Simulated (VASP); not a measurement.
# Ta2P3Au (P4mm) in VASP: further runs

Runs on Ta2P3Au. Level: PBE. Tasks: single point.

Program: VASP 6.6.1. These are calculated values, not measurements. Logs are shortened: lines on timing, memory, paths and dates and some standing lists are left out, and cuts for length are marked.

**1. The cell of the first run**

It takes space group P4mm (No. 99, tetragonal). Conventional cell: a = 3.553 Å, b = 3.553 Å, c = 7.633 Å, α = 90.00°, β = 90.00°, γ = 90.00°. Within 3.4 Å of Ta (site symmetry 4mm) lie 8 P at 2.57 to 2.75 Å and 1 Au at 2.82 Å. Ta (site symmetry 4mm) has 5 P at 2.55 to 2.82 Å and 4 Au at 2.75 Å within 3.4 Å. Within 3.3 Å of P (site symmetry 2mm) lie 4 P at 2.51 Å and 4 Ta at 2.55 to 2.57 Å. P (site symmetry 4mm) has 5 Ta at 2.75 to 2.82 Å and 4 Au at 3.03 Å and 8 P at 3.48 to 3.55 Å within 3.6 Å. Within 3.6 Å of Au (site symmetry 4mm) lie 5 Ta at 2.75 to 2.82 Å and 8 P at 3.03 to 3.44 Å and 4 Au at 3.55 Å.

**2. Single point, PBE**

INCAR reads:

```
SYSTEM = Ta2P3Au
PREC     = Accurate       ! precision mode
ENCUT    = 520            ! plane-wave cutoff, eV
EDIFF    = 1E-7           ! SCF threshold, eV
ISMEAR   = 0              ! smearing method
SIGMA    = 0.1            ! smearing width, eV
LREAL    = .FALSE.        ! projectors in reciprocal space
LASPH    = .TRUE.         ! aspherical terms in the spheres
NELM     = 80             ! most SCF steps
ALGO     = Normal         ! electronic algorithm
ISIF     = 2              ! what is computed and relaxed
LWAVE    = .FALSE.        ! write WAVECAR
LCHARG   = .FALSE.        ! write CHGCAR
GGA      = PE             ! functional
NBANDS   = 33             ! bands
```

KPOINTS reads:

```
regular mesh
0
G
  6 6 2
  0 0 0
```

POSCAR reads:

```
Ta2P3Au
1.0
    3.5525466706      0.0000000000      0.0000000000
    0.0000000000      3.5525466706      0.0000000000
    0.0000000000      0.0000000000      7.6330700787
Ta P Au
2 3 1
Direct
    0.5000000000      0.5000000000      0.2423665792
    0.0000000000      0.0000000000      0.7593776109
    0.5000000000      0.0000000000      0.9982168824
    0.0000000000      0.5000000000      0.9982168824
    0.0000000000      0.0000000000      0.3899102846
    0.5000000000      0.5000000000      0.6119117906
```

Potentials or basis: VASP PAW PBE potentials, release 64 (Ta_pv, P, Au).

Run with:

```console
cat potpaw_PBE.64/Ta_pv/POTCAR potpaw_PBE.64/P/POTCAR potpaw_PBE.64/Au/POTCAR > POTCAR
mpirun -np 1 vasp_std > vasp.out
```

OUTCAR:

```text
SYSTEM = Ta2P3Au
   PREC = Accurate
   ENCUT = 520
   EDIFF = 1E-7
   ISMEAR = 0
   LREAL = .FALSE.
   LASPH = .TRUE.
   NELM = 80
   ISIF = 2
   GGA = PE

 ion  position               nearest neighbor table
   1  0.500  0.500  0.242-   3 2.57   4 2.57   3 2.57   4 2.57   5 2.75   5 2.75   5 2.75   5 2.75
                             6 2.82
   2  0.000  0.000  0.759-   3 2.55   4 2.55   4 2.55   3 2.55   6 2.75   6 2.75   6 2.75   6 2.75
                             5 2.82
   3  0.500  0.000  0.998-   4 2.51   4 2.51   4 2.51   4 2.51   2 2.55   2 2.55   1 2.57   1 2.57

   4  0.000  0.500  0.998-   3 2.51   3 2.51   3 2.51   3 2.51   2 2.55   2 2.55   1 2.57   1 2.57

   5  0.000  0.000  0.390-   1 2.75   1 2.75   1 2.75   1 2.75   2 2.82   6 3.03   6 3.03   6 3.03
                             6 3.03
   6  0.500  0.500  0.612-   2 2.75   2 2.75   2 2.75   2 2.75   1 2.82   5 3.03   5 3.03   5 3.03
                             5 3.03

  LATTYP: Found a simple tetragonal cell.
 ALAT       =     3.5525466706
 C/A-ratio  =     2.1486192263

  Lattice vectors:

 A1 = (   3.5525466706,   0.0000000000,   0.0000000000)
 A2 = (   0.0000000000,   3.5525466706,   0.0000000000)
 A3 = (   0.0000000000,   0.0000000000,   7.6330700787)

Analysis of symmetry for initial positions (statically):
=====================================================================
 Subroutine PRICEL returns:
 Original cell was already a primitive cell.

 Routine SETGRP: Setting up the symmetry group for a
 simple tetragonal supercell.

 Subroutine GETGRP returns: Found  8 space group operations
 (whereof  8 operations were pure point group operations)
 out of a pool of 16 trial point group operations.

The static configuration has the point symmetry C_4v.

Analysis of symmetry for dynamics (positions and initial velocities):
=====================================================================
 Subroutine PRICEL returns:
 Original cell was already a primitive cell.

 Routine SETGRP: Setting up the symmetry group for a
 simple tetragonal supercell.

 Subroutine GETGRP returns: Found  8 space group operations
 (whereof  8 operations were pure point group operations)
 out of a pool of 16 trial point group operations.

The dynamic configuration has the point symmetry C_4v.

 Subroutine INISYM returns: Found  8 space group operations
 (whereof  8 operations are pure point group operations),
 and found     1 'primitive' translations

----------------------------------------------------------------------------------------

                                     Primitive cell

  volume of cell :      96.3338

  direct lattice vectors                    reciprocal lattice vectors
     3.552546671  0.000000000  0.000000000     0.281488209  0.000000000  0.000000000
     0.000000000  3.552546671  0.000000000     0.000000000  0.281488209  0.000000000
     0.000000000  0.000000000  7.633070079     0.000000000  0.000000000  0.131008885

  length of vectors
     3.552546671  3.552546671  7.633070079     0.281488209  0.281488209  0.131008885

  position of ions in fractional coordinates (direct lattice)
     0.500000000  0.500000000  0.242366579
     0.000000000  0.000000000  0.759377611
     0.500000000  0.000000000  0.998216882
     0.000000000  0.500000000  0.998216882
     0.000000000  0.000000000  0.389910285
     0.500000000  0.500000000  0.611911791

  ion indices of the primitive-cell ions
   primitive index   ion index
                 1           1
                 2           2
                 3           3
                 4           4
                 5           5
                 6           6

----------------------------------------------------------------------------------------

 KPOINTS: regular mesh

Automatic generation of k-mesh.
 Grid dimensions read from file:
 generate k-points for:    6    6    2

 Generating k-lattice:

  Cartesian coordinates                     Fractional coordinates (reciprocal lattice)
     0.046914702  0.000000000  0.000000000     0.166666667  0.000000000  0.000000000
     0.000000000  0.046914702  0.000000000     0.000000000  0.166666667  0.000000000
     0.000000000  0.000000000  0.065504442     0.000000000  0.000000000  0.500000000

  Length of vectors
     0.046914702  0.046914702  0.065504442

  Shift w.r.t. Gamma in fractional coordinates (k-lattice)
     0.000000000  0.000000000  0.000000000

 Subroutine IBZKPT returns following result:
 ===========================================

 Found     20 irreducible k-points:

 Following reciprocal coordinates:
            Coordinates               Weight
  0.000000  0.000000  0.000000      1.000000
  0.166667  0.000000  0.000000      4.000000
  0.333333  0.000000  0.000000      4.000000
  0.500000  0.000000  0.000000      2.000000
  0.166667  0.166667  0.000000      4.000000
  0.333333  0.166667  0.000000      8.000000
[... 12 lines left out ...]
  0.500000  0.333333  0.500000      4.000000
  0.500000  0.500000  0.500000      1.000000
   k-points           NKPTS =     20   k-points in BZ     NKDIM =     20   number of bands    NBANDS=     33
   number of dos      NEDOS =    301   number of ions     NIONS =      6
   total plane-waves  NPLWV =  47040
   dimension x,y,z NGX =    28 NGY =   28 NGZ =   60
   dimension x,y,z NGXF=    56 NGYF=   56 NGZF=  120
   ions per type =               2   3   1
   NGX,Y,Z   is equivalent  to a cutoff of  13.10, 13.10, 13.07 a.u.
   NGXF,Y,Z  is equivalent  to a cutoff of  26.21, 26.21, 26.14 a.u.
 SYSTEM =  Ta2P3Au
   PREC   = accura    normal or accurate (medium, high low for compatibility)
   ISTART =      0    job   : 0-new  1-cont  2-samecut
   ICHARG =      2    charge: 1-file 2-atom 10-const
   ISPIN  =      1    spin polarized calculation?
   LNONCOLLINEAR =      F non collinear calculations
   LSORBIT =      F    spin-orbit coupling
   LASPH  =      T    aspherical Exc in radial PAW
   ENCUT  =  520.0 eV  38.22 Ry    6.18 a.u.   6.61  6.61 14.19*2*pi/ulx,y,z
   NELM   =     80;   NELMIN=  2; NELMDL= -5     # of ELM steps
   EDIFF  = 0.1E-06   stopping-criterion for ELM
   LREAL  =      F    real-space projection
   EDIFFG = 0.1E-05   stopping-criterion for IOM
   NSW    =      0    number of steps for IOM
   IBRION =     -1    ionic relax: 0-MD 1-quasi-New 2-CG
   NFREE  =      0    steps in history (QN), initial steepest desc. (CG)
   ISIF   =      2    stress and relaxation
   ISYM   =      2    0-nonsym 1-usesym 2-fastsym
   POTIM  = 0.5000    time-step for ionic-motion
   TEBEG  =    0.0;   TEEND  =   0.0 temperature during run
   PSTRESS=    0.0 pullay stress
   NELECT =      48.0000    total number of electrons
   NUPDOWN=      -1.0000    fix difference up-down
   EMIN   =  10.00;   EMAX   =-10.00  energy-range for DOS
   EFERMI =   0.00;   METHOD = LEGACY
   ISMEAR =     0;   SIGMA  =   0.10  broadening in eV -4-tet -1-fermi 0-gaus
   EFERMI_NEDOS =   21; number of points for ismear=-14 and -15
   IALGO  =     38    algorithm
   IMIX   =      4    mixing-type and parameters
     AMIX     =   0.40;   BMIX     =  1.00
     AMIX_MAG =   1.60;   BMIX_MAG =  1.00
  volume/ion in A,a.u.               =      16.06       108.35
  Fermi-wavevector in a.u.,A,eV,Ry     =   1.297863  2.452606 22.918323  1.684449
  Thomas-Fermi vector in A             =   2.429229
   LORBIT       =      0    0 simple, 1 ext, 2 COOP (PROOUT), +10 PAW based schemes
   GGA     = PE    functional components
   LHFCALC =     F    Hartree Fock is set to
   AEXX    =    0.0000 exact exchange contribution
   IVDW    =     0    specifies the selected vdW correction
   LEPSILON=     F    determine dielectric tensor
   LRPA    =     F    only Hartree local field effects (RPA)
 non-spin polarized calculation
 Gauss-broadening in eV      SIGMA  =   0.10
  energy-cutoff  :      520.00
  volume of cell :       96.33
 maximum number of plane-waves:      2629
 NGX is ok and might be reduce to    28
   NGX = 13   NGY = 13   NGZ = 29

 number of electron      48.0000001 magnetization

 Free energy of the ion-electron system (eV)
  ---------------------------------------------------
  ext. energy  EPLUGINS =         0.00000000
  ---------------------------------------------------
  free energy    TOTEN  =       -44.94346571 eV

  energy without entropy =      -44.93105285  energy(sigma->0) =      -44.93725928

 E-fermi :   8.7253     XC(G=0): -12.0341

 val. band max:        8.7063863570   @ k =   0.3333   0.1667   0.5000
 cond. band min:       8.7452540732   @ k =   0.3333   0.0000   0.0000
 fundamental gap:      0.0388677162
 Fermi energy:         8.7253384027

 k-point     1 :       0.0000    0.0000    0.0000
  band No.  band energies     occupation
      1     -26.4621      2.00000
      2     -26.3824      2.00000
      3     -26.3824      2.00000
      4     -26.2330      2.00000
      5     -26.2285      2.00000
      6     -26.2285      2.00000
[... 25 lines left out ...]
     32      13.0128      0.00000
     33      13.2243      0.00000

 k-point     2 :       0.1667    0.0000    0.0000
  band No.  band energies     occupation
      1     -26.4586      2.00000
      2     -26.4087      2.00000
      3     -26.3802      2.00000
      4     -26.2556      2.00000
      5     -26.2290      2.00000
      6     -26.2275      2.00000
[... 25 lines left out ...]
     32      12.7636      0.00000
     33      13.1974      0.00000

 k-point     3 :       0.3333    0.0000    0.0000
  band No.  band energies     occupation
      1     -26.4612      2.00000
      2     -26.4509      2.00000
      3     -26.3756      2.00000
      4     -26.3091      2.00000
      5     -26.2253      2.00000
      6     -26.2212      2.00000
[... 25 lines left out ...]
     32      11.9491      0.00000
     33      12.8263      0.00000

 k-point     4 :       0.5000    0.0000    0.0000
  band No.  band energies     occupation
      1     -26.4869      2.00000
      2     -26.4476      2.00000
      3     -26.3733      2.00000
      4     -26.3356      2.00000
      5     -26.2243      2.00000
      6     -26.2173      2.00000
[... 25 lines left out ...]
     32      11.8246      0.00000
     33      12.8493      0.00000

 k-point     5 :       0.1667    0.1667    0.0000
  band No.  band energies     occupation
      1     -26.4551      2.00000
      2     -26.4070      2.00000
      3     -26.4054      2.00000
      4     -26.2559      2.00000
      5     -26.2522      2.00000
      6     -26.2252      2.00000
[... 460 lines left out ...]
 k-point    18 :       0.3333    0.3333    0.5000
  band No.  band energies     occupation
      1     -26.4534      2.00000
      2     -26.4511      2.00000
      3     -26.4408      2.00000
      4     -26.3025      2.00000
      5     -26.2990      2.00000
      6     -26.2127      2.00000
[... 25 lines left out ...]
     32      13.2049      0.00000
     33      13.6727      0.00000

 k-point    19 :       0.5000    0.3333    0.5000
  band No.  band energies     occupation
      1     -26.4771      2.00000
      2     -26.4492      2.00000
      3     -26.4377      2.00000
      4     -26.3254      2.00000
      5     -26.2981      2.00000
      6     -26.2100      2.00000
[... 25 lines left out ...]
     32      13.2096      0.00000
     33      13.3991      0.00000

 k-point    20 :       0.5000    0.5000    0.5000
  band No.  band energies     occupation
      1     -26.4738      2.00000
      2     -26.4738      2.00000
      3     -26.4347      2.00000
      4     -26.3222      2.00000
      5     -26.3222      2.00000
      6     -26.2079      2.00000
[... 25 lines left out ...]
     32      12.8930      0.00000
     33      12.8930      0.00000

------------------------ aborting loop because EDIFF is reached ----------------------------------------

  FORCE on cell =-STRESS in cart. coord.  units (eV):
  Direction    XX          YY          ZZ          XY          YZ          ZX
  --------------------------------------------------------------------------------------
  -------------------------------------------------------------------------------------
  Total        0.0591328      0.0591328      0.0134899      0.0000000      0.0000000     -0.0000000
  in kB        0.9834676      0.9834676      0.2243578      0.0000000      0.0000000     -0.0000000
  external PRESSURE =       0.7304310 kB  Pullay stress =       0.0000000 kB

 VOLUME and BASIS-vectors are now :
 -----------------------------------------------------------------------------
  energy-cutoff  :      520.00
  volume of cell :       96.33
      direct lattice vectors                 reciprocal lattice vectors
     3.552546671  0.000000000  0.000000000     0.281488209  0.000000000  0.000000000
     0.000000000  3.552546671  0.000000000     0.000000000  0.281488209  0.000000000
     0.000000000  0.000000000  7.633070079     0.000000000  0.000000000  0.131008885

 POSITION                                       TOTAL-FORCE (eV/Angst)
 -----------------------------------------------------------------------------------
      1.77627      1.77627      1.85000        -0.000000     -0.000000     -0.009696
      0.00000      0.00000      5.79638        -0.000000     -0.000000     -0.001344
      1.77627      0.00000      7.61946         0.000000     -0.000000      0.012653
      0.00000      1.77627      7.61946        -0.000000     -0.000000      0.012653
      0.00000      0.00000      2.97621        -0.000000     -0.000000     -0.029015
      1.77627      1.77627      4.67077        -0.000000      0.000000      0.014749
 -----------------------------------------------------------------------------------
    total drift:                                0.000000      0.000000     -0.000050

  FREE ENERGIE OF THE ION-ELECTRON SYSTEM (eV)
  ---------------------------------------------------
  free  energy   TOTEN  =       -44.9434657102 eV

  energy  without entropy=      -44.9310528515  energy(sigma->0) =      -44.93725928
```

It took 52 s on 1 thread of Intel Xeon Platinum 8488C (Sapphire Rapids), shared host; peak memory 0.24 GiB.

Results:

```yaml
Free_energy: -44.9435 eV
Pressure: 0.1 GPa
Largest_force: 0.029 eV/Å
Band_gap_on_the_k_mesh: zero (band 24 reaches 9.30 eV, above the bottom of band 25 at 8.40 eV)
```

Forces on the atoms (eV/Å):
```
Ta   0.000  0.000 -0.010
Ta   0.000  0.000 -0.001
P    0.000  0.000  0.013
P    0.000  0.000  0.013
P    0.000  0.000 -0.029
Au   0.000  0.000  0.015
```

Stress tensor (GPa, compression positive):
```
0.10 0.00 0.00
0.00 0.10 0.00
0.00 0.00 0.02
```

Levels at points of the mesh, in eV from the Fermi level:
```
           k point  band 22  band 23  band 24  band 25  band 26  band 27
(0.00, 0.00, 0.00)    -1.42    -0.47    -0.33    -0.33     0.62     0.85
(0.50, 0.00, 0.00)    -2.17    -1.84    -0.83    -0.16     0.83     0.98
(0.50, 0.50, 0.00)    -2.62    -1.20    -0.16    -0.16     2.05     2.09
(0.00, 0.00, 0.50)    -1.78     0.31     0.57     0.57     0.68     0.81
(0.50, 0.00, 0.50)    -2.36    -1.94    -1.89     0.74     1.08     1.74
(0.50, 0.50, 0.50)    -2.24    -0.11    -0.11     0.47     1.13     2.05
```

Caveat: the k points lie up to 0.41 Å⁻¹ apart; spin-orbit coupling is left out, which moves the levels of the heavy elements.

**3. Single point, PBE**

This run uses another cell than the first one, of 16.44 Å³/atom, 1.024 times its volume.

INCAR reads:

```
SYSTEM = Ta2P3Au
  ALGO = Normal
  EDIFF = 1E-7
  ENCUT = 520
  GGA = PE
  ISIF = 2
  ISMEAR = 0
  LASPH = .TRUE.
  LCHARG = .FALSE.
  LREAL = .FALSE.
  LWAVE = .FALSE.
  NBANDS = 33
  NELM = 100
  PREC = Accurate
  SIGMA = 0.1
```

KPOINTS reads:

```
k-points
0
G
  6 6 2
  0 0 0
```

POSCAR reads:

```
Ta2P3Au
1.0
    3.5655135500      0.0000000000      0.0000000000
    0.0000000000      3.5655135500      0.0000000000
    0.0000000000      0.0000000000      7.7600473200
Ta P Au
2 3 1
Direct
    0.5000000000      0.5000000000      0.2665635600
    0.0000000000      0.0000000000      0.7339377400
    0.5000000000      0.0000000000      0.9983087800
    0.0000000000      0.5000000000      0.9983087800
    0.0000000000      0.0000000000      0.3792572600
    0.5000000000      0.5000000000      0.6236239100
```

Potentials or basis: VASP PAW PBE potentials, release 64 (Ta_pv, P, Au).

Run with:

```console
cat potpaw_PBE.64/Ta_pv/POTCAR potpaw_PBE.64/P/POTCAR potpaw_PBE.64/Au/POTCAR > POTCAR
mpirun -np 1 vasp_std > vasp.out
```

Run time: 55 s. Hardware: 1 thread of Intel Xeon Platinum 8488C (Sapphire Rapids), shared host; peak memory 0.23 GiB.

The run converged. Its results:

```yaml
Free_energy: -44.2355 eV
Pressure: -3.0 GPa
Largest_force: 2.542 eV/Å
Band_gap_on_the_k_mesh: zero (band 24 reaches 9.04 eV, above the bottom of band 25 at 8.17 eV)
```

Forces on the atoms (eV/Å):
```
Ta   0.000  0.000 -2.368
Ta   0.000  0.000  2.542
P    0.000  0.000 -0.096
P    0.000  0.000 -0.096
P    0.000  0.000  1.028
Au   0.000  0.000 -1.009
```

Stress tensor (GPa, compression positive):
```
  1.37   0.00   0.00
  0.00   1.37   0.00
  0.00   0.00 -11.67
```

Levels at points of the mesh, in eV from the Fermi level:
```tsv
k point	band 20	band 21	band 22	band 23	band 24	band 25	band 26	band 27	band 28	band 29
(0.00, 0.00, 0.00)	-3.05	-1.71	-1.71	-0.17	-0.17	0.10	0.17	0.41	2.62	2.62
(0.50, 0.00, 0.00)	-2.79	-2.33	-2.15	-1.66	-0.43	-0.36	0.16	0.77	1.54	2.01
(0.50, 0.50, 0.00)	-3.75	-3.75	-3.15	-1.24	-0.47	-0.47	1.95	2.11	2.19	2.80
(0.00, 0.00, 0.50)	-2.80	-1.84	-1.84	-0.19	0.40	0.43	0.43	0.70	2.06	2.12
(0.50, 0.00, 0.50)	-3.45	-3.04	-2.30	-1.98	-1.43	0.52	0.68	1.32	1.58	2.04
(0.50, 0.50, 0.50)	-3.62	-3.62	-2.60	-0.35	-0.35	0.57	0.95	1.94	2.11	2.19
```

Caveat: the k points lie up to 0.40 Å⁻¹ apart; spin-orbit coupling is left out, which moves the levels of the heavy elements; forces of over 1 eV/Å act on the atoms, so gaps and moduli don't describe the material at rest.
